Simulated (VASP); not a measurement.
# ZrAgPdCl2 in VASP: a series of runs

ZrAgPdCl2 is run at these levels: PBE+D3(BJ); tasks: single point.

Everything below comes from runs of VASP 6.6.1. Logs are shortened: lines on timing, memory, paths and dates and some standing lists are left out, and cuts for length are marked.

## (1) The cell of the first run

The cell holds a sheet with vacuum, 5 atoms: a = 3.151 Å, b = 3.151 Å, c = 39.726 Å, α = 90.00°, β = 90.00°, γ = 120.00°.

## (2) Single point, PBE+D3(BJ)

Input file INCAR:

```
SYSTEM = ZrAgPdCl2
ALGO = Normal
DIPOL = 0.5 0.5 0.282
EDIFF = 1E-7
ENCUT = 520
GGA = PE
IDIPOL = 3
ISIF = 2
ISMEAR = 0
IVDW = 12
LASPH = .True.
LCHARG = .True.
LDIPOL = .True.
LELF = .True.
LREAL = .False.
LVACPOTAV = .True.
LVHAR = .True.
LWAVE = .False.
NBANDS = 32
NELM = 100
PREC = Accurate
SIGMA = 0.1
```

Input file KPOINTS:

```
k-points
0
Gamma
  12 12 1
  0 0 0
```

Input file POSCAR:

```
ZrAgPdCl2
1.0
    3.1514251105     -0.0000000108      0.0000000000
   -1.5757125459      2.7292142092      0.0000000000
    0.0000000000      0.0000000000     39.7261300000
Zr Ag Pd Cl
1 1 1 2
Direct
    0.3333333333      0.6666666667      0.3360050999
    0.0000000000      0.0000000000      0.1755750646
    0.6666666667      0.3333333333      0.2277851971
    0.6666666667      0.3333333333      0.2894733167
    0.0000000000      0.0000000000      0.3825714157
```

Potentials or basis: VASP PAW PBE potentials, release 64 (Zr_sv, Ag, Pd, Cl).

Run with:

```console
$ cat potpaw_PBE.64/Zr_sv/POTCAR potpaw_PBE.64/Ag/POTCAR potpaw_PBE.64/Pd/POTCAR potpaw_PBE.64/Cl/POTCAR > POTCAR
$ mpirun -np 1 vasp_std > vasp.out
```

OUTCAR:

```text
SYSTEM = ZrAgPdCl2
   EDIFF = 1E-7
   ENCUT = 520
   GGA = PE
   ISIF = 2
   ISMEAR = 0
   IVDW = 12
   LASPH = .True.
   LREAL = .False.
   NELM = 100
   PREC = Accurate
 IVDW          = 12

 ion  position               nearest neighbor table
   1  0.333  0.667  0.336-   4 2.59   4 2.59   4 2.59   5 2.59   5 2.59   5 2.59
   2  0.000  0.000  0.176-   3 2.76   3 2.76   3 2.76
   3  0.667  0.333  0.228-   4 2.45   2 2.76   2 2.76   2 2.76
   4  0.667  0.333  0.289-   3 2.45   1 2.59   1 2.59   1 2.59
   5  0.000  0.000  0.383-   1 2.59   1 2.59   1 2.59

  LATTYP: Found a hexagonal cell.
 ALAT       =     3.1514251105
 C/A-ratio  =    12.6057667903

  Lattice vectors:

 A1 = (   3.1514251105,  -0.0000000108,   0.0000000000)
 A2 = (  -1.5757125459,   2.7292142092,   0.0000000000)
 A3 = (   0.0000000000,   0.0000000000,  39.7261300000)

Analysis of symmetry for initial positions (statically):
=====================================================================
 Subroutine PRICEL returns:
 Original cell was already a primitive cell.

 Routine SETGRP: Setting up the symmetry group for a
 hexagonal supercell.

 Subroutine GETGRP returns: Found  6 space group operations
 (whereof  6 operations were pure point group operations)
 out of a pool of 24 trial point group operations.

The static configuration has the point symmetry C_3v.

Analysis of symmetry for dynamics (positions and initial velocities):
=====================================================================
 Subroutine PRICEL returns:
 Original cell was already a primitive cell.

 Routine SETGRP: Setting up the symmetry group for a
 hexagonal supercell.

 Subroutine GETGRP returns: Found  6 space group operations
 (whereof  6 operations were pure point group operations)
 out of a pool of 24 trial point group operations.

The dynamic configuration has the point symmetry C_3v.

 Subroutine INISYM returns: Found  6 space group operations
 (whereof  6 operations are pure point group operations),
 and found     1 'primitive' translations

----------------------------------------------------------------------------------------

                                     Primitive cell

  volume of cell :     341.6810

  direct lattice vectors                    reciprocal lattice vectors
     3.151425110 -0.000000011  0.000000000     0.317316759  0.183202915  0.000000000
    -1.575712546  2.729214209  0.000000000     0.000000001  0.366405832  0.000000000
     0.000000000  0.000000000 39.726130000     0.000000000  0.000000000  0.025172349

  length of vectors
     3.151425110  3.151425110 39.726130000     0.366405832  0.366405832  0.025172349
[... 93 lines left out ...]
   NUPDOWN=      -1.0000    fix difference up-down
   EMIN   =  10.00;   EMAX   =-10.00  energy-range for DOS
   EFERMI =   0.00;   METHOD = LEGACY
   ISMEAR =     0;   SIGMA  =   0.10  broadening in eV -4-tet -1-fermi 0-gaus
   EFERMI_NEDOS =   21; number of points for ismear=-14 and -15
   IALGO  =     38    algorithm
   IMIX   =      4    mixing-type and parameters
     AMIX     =   0.40;   BMIX     =  1.00
     AMIX_MAG =   1.60;   BMIX_MAG =  1.00
  volume/ion in A,a.u.               =      68.34       461.16
  Fermi-wavevector in a.u.,A,eV,Ry     =   0.845085  1.596979  9.716859  0.714169
  Thomas-Fermi vector in A             =   1.960217
   LORBIT       =      0    0 simple, 1 ext, 2 COOP (PROOUT), +10 PAW based schemes
   GGA     = PE    functional components
   LHFCALC =     F    Hartree Fock is set to
   AEXX    =    0.0000 exact exchange contribution
   IVDW    =    12    specifies the selected vdW correction
   LEPSILON=     F    determine dielectric tensor
   LRPA    =     F    only Hartree local field effects (RPA)
 non-spin polarized calculation
 Gauss-broadening in eV      SIGMA  =   0.10
  energy-cutoff  :      520.00
  volume of cell :      341.68
 maximum number of plane-waves:      9266
 NGX is ok and might be reduce to    24
   NGX = 11   NGY = 11   NGZ =147

 dipolmoment           0.000000      0.000000     -0.002857 electrons x Angstroem

 number of electron      46.9999994 magnetization

 dipolmoment           0.000000      0.000000      0.011076 electrons x Angstroem

 Free energy of the ion-electron system (eV)
  ---------------------------------------------------
  ext. energy  EPLUGINS =         0.00000000
  ---------------------------------------------------
  free energy    TOTEN  =       -23.41741873 eV

  energy without entropy =      -23.40130838  energy(sigma->0) =      -23.40936356

 E-fermi :  -1.0620     XC(G=0):  -3.3486

 val. band max:       -1.1040242140   @ k =   0.3333   0.2500   0.0000
 cond. band min:      -1.0510349561   @ k =   0.3333   0.0833   0.0000
 fundamental gap:      0.0529892579
 Fermi energy:        -1.0619960114

 k-point     1 :       0.0000    0.0000    0.0000
  band No.  band energies     occupation
      1     -50.4172      2.00000
      2     -28.7326      2.00000
      3     -28.0376      2.00000
      4     -28.0376      2.00000
      5     -19.0505      2.00000
      6     -18.3282      2.00000
[... 654 lines left out ...]
     31       5.1946      0.00000
     32       5.3353      0.00000

------------------------ aborting loop because EDIFF is reached ----------------------------------------

 vacuum level on the upper side and lower side of the slab       (xc-potential included)        -0.027        -0.196

 Edisp (eV)   -1.74443

 E8    (eV) :    -0.7727

  FORCE on cell =-STRESS in cart. coord.  units (eV):
  Direction    XX          YY          ZZ          XY          YZ          ZX
  --------------------------------------------------------------------------------------
  -------------------------------------------------------------------------------------
  Total      -0.06090    -0.06090     0.01158     0.00000     0.00000     0.00000
  in kB      -0.28556    -0.28556     0.05430     0.00000     0.00000     0.00000
  external pressure =       -0.17 kB  Pullay stress =        0.00 kB

 VOLUME and BASIS-vectors are now :
 -----------------------------------------------------------------------------
  energy-cutoff  :      520.00
  volume of cell :      341.68
      direct lattice vectors                 reciprocal lattice vectors
     3.151425110 -0.000000011  0.000000000     0.317316759  0.183202915  0.000000000
    -1.575712546  2.729214209  0.000000000     0.000000001  0.366405832  0.000000000
     0.000000000  0.000000000 39.726130000     0.000000000  0.000000000  0.025172349

 POSITION                                       TOTAL-FORCE (eV/Angst)
 -----------------------------------------------------------------------------------
      0.00000      1.81948     13.34818         0.000000      0.000000      0.008183
      0.00000      0.00000      6.97492        -0.000000     -0.000000      0.008550
      1.57571      0.90974      9.04902        -0.000000     -0.000000     -0.021674
      1.57571      0.90974     11.49965         0.000000      0.000000     -0.003795
      0.00000      0.00000     15.19808        -0.000000     -0.000000      0.008736
 -----------------------------------------------------------------------------------
    total drift:                                0.000000     -0.000000      0.000020

  FREE ENERGIE OF THE ION-ELECTRON SYSTEM (eV)
  ---------------------------------------------------
  free  energy   TOTEN  =       -25.1618442937 eV

  energy  without entropy=      -25.1457339434  energy(sigma->0) =      -25.15378912

 vacuum level on the upper side and lower side of the slab         3.346         3.113
```

stdout:

```text
POSCAR found type information on POSCAR ZrAgPdCl
 POSCAR found :  4 types and       5 ions
 scaLAPACK will be used
 LDA part: xc-table for (Slater+PW92), standard interpolation
 POSCAR, INCAR and KPOINTS ok, starting setup
 FFT: planning ... GRIDC
 FFT: planning ... GRID_SOFT
 FFT: planning ... GRID
 WAVECAR not read
 entering main loop
```

It took 3.5 min on 1 thread of Intel Xeon 6975P-C (Granite Rapids), shared host; peak memory 0.61 GiB.

What came out:

```yaml
Free_energy: -25.1618 eV
Largest_force: 0.022 eV/Å
Dispersion_energy_per_atom: -0.349 eV
Work_function_of_the_upper_face: 4.41 eV
Work_function_of_the_lower_face: 4.17 eV
```

Forces in eV/Å, atoms in the order of the input:
```
Zr   0.000  0.000  0.008
Ag   0.000  0.000  0.009
Pd   0.000  0.000 -0.022
Cl   0.000  0.000 -0.004
Cl   0.000  0.000  0.009
```

Levels at points of the mesh, in eV from the Fermi level:
| k point | band 21 | band 22 | band 23 | band 24 | band 25 | band 26 |
| --- | --- | --- | --- | --- | --- | --- |
| (0.00, 0.00, 0.00) | -1.41 | -1.41 | -0.72 | -0.72 | 0.43 | 0.92 |
| (0.50, 0.00, 0.00) | -0.89 | -0.77 | -0.19 | 1.43 | 2.18 | 3.15 |

Caveat: an odd number of electrons without spin polarisation forces a metal; a magnetic or distorted state may lie lower.

[end of part 1 of 2]
